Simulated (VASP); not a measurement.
## Si: single point with r2SCAN

Crystal: Si.

```
CELL_PARAMETERS angstrom
3.83227 -0.00004 -0.00012
-1.91618 3.31837 0.00021
-0.00016 0.00028 6.34063
ATOMIC_POSITIONS crystal
Si 0.33343 0.66679 0.06306
Si 0.66656 0.33319 0.56307
Si 0.33321 0.66649 0.43694
Si 0.66679 0.33353 0.93694
```

This isn't the form of Si at room conditions, which is diamond.

* Program: VASP 6.6.1
* Task: single point
* Functional: r2SCAN
* Potentials or basis: VASP PAW PBE potentials, release 64 (Si)
* Cutoff: 520 eV
* k mesh: 12 × 12 × 4
* Occupations: gaussian, width 0.05 eV
* Spin: no spin polarisation
* Dipole correction: no
* Further INCAR settings: ALGO = Normal; EDIFF = 1e-07; NBANDS = 16

```json
{
 "Pressure": "-0.2 GPa",
 "Largest force": "0.003 eV/Å",
 "Band gap on the k mesh": "0.62 eV (least direct gap 1.38 eV)"
}
```

Forces on the atoms (eV/Å):
```
Si   0.000  0.001 -0.002
Si   0.000  0.000 -0.002
Si   0.000  0.001  0.002
Si   0.000 -0.002  0.002
```

Levels at points of the mesh, in eV from the valence-band top:
| k point | band 6 | band 7 | band 8 | band 9 | band 10 | band 11 |
| --- | --- | --- | --- | --- | --- | --- |
| (0.00, 0.00, 0.00) | -0.38 | 0.00 | 0.00 | 1.38 | 2.17 | 2.17 |
| (0.50, 0.00, 0.00) | -3.22 | -3.10 | -1.53 | 0.62 | 2.65 | 3.23 |
| (0.50, 0.50, 0.00) | -3.22 | -3.10 | -1.53 | 0.62 | 2.65 | 3.23 |
| (0.00, 0.50, 0.00) | -3.22 | -3.10 | -1.53 | 0.62 | 2.65 | 3.23 |
| (0.00, 0.00, 0.50) | -0.98 | -0.98 | -0.98 | 2.15 | 2.15 | 3.20 |
| (0.50, 0.00, 0.50) | -2.58 | -2.55 | -2.55 | 1.15 | 1.15 | 1.90 |
| (0.50, 0.50, 0.50) | -2.58 | -2.55 | -2.55 | 1.15 | 1.15 | 1.90 |
| (0.00, 0.50, 0.50) | -2.58 | -2.55 | -2.55 | 1.15 | 1.15 | 1.90 |

It took 24 min on 1 thread of Oxide Virtual Turin-like Processor (shared host), peak memory 0.36 GiB.

Caveat: the PAW data sets were made with another functional, which shifts forces and pressure a little. A k mesh can miss the band edges.
